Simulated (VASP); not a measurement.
Wanted: the native input for a VASP 6.6.1 run.

| Property | Result |
| --- | --- |
| Task | electric field gradients |
| Functional | PBE |
| Potentials or basis | VASP PAW PBE potentials, release 64 (Re) |
| Cutoff | 520 eV |
| k mesh | 15 × 15 × 15 |
| Occupations | fermi-dirac, width 0.05 eV |
| Spin | no spin polarisation |
| Dipole correction | no |
| Further INCAR settings | ALGO = Normal; EDIFF = 1e-08; NBANDS = 18 |

The structure of Re lies in POSCAR:

```
Re
1.0
    1.3930884735      0.8043000052      6.7429710243
   -1.3930884735      0.8043000052      6.7429710243
    0.0000000000     -1.6086000104      6.7429710243
Re
3
Direct
    0.0000000000      0.0000000000      0.0000000000
    0.2221738800      0.2221738800      0.2221738800
    0.7778261200      0.7778261200      0.7778261200
```

These files were run (other wordings do the same):

INCAR

```
SYSTEM = Re
ALGO = Normal
EDIFF = 1E-8
ENCUT = 520
GGA = PE
ISIF = 2
ISMEAR = -1
LASPH = .TRUE.
LCHARG = .FALSE.
LEFG = .TRUE.
LREAL = .FALSE.
LWAVE = .FALSE.
NBANDS = 18
NELM = 100
PREC = Accurate
SIGMA = 0.05
```

KPOINTS

```
k-points
0
G
  15 15 15
  0 0 0
```

Potentials or basis: VASP PAW PBE potentials, release 64 (Re).

Run with:

```sh
$ cat potpaw_PBE.64/Re/POTCAR > POTCAR
$ mpirun -np 1 vasp_std > vasp.out
```

It gave:

```json
{"Pressure": "-4.2 GPa", "Largest force": "0.015 eV/Å", "Band gap on the k mesh": "zero (an odd number of electrons rules out a gap without spin polarisation)", "Largest electric field gradient by atom": "Re -78.6, -35.2 (each value once) V/Å²"}
```

Caveat: the cell stands under tension; without QUAD_EFG the Cq values of the log hold for a quadrupole moment of 1 mb, not for the nuclei; spin-orbit coupling is left out, which moves the levels of the heavy elements.

Run time: 20 min on 1 thread of Intel(R) Xeon(R) 6975P-C (Granite Rapids), with other jobs on the host, peak memory 0.55 GiB.
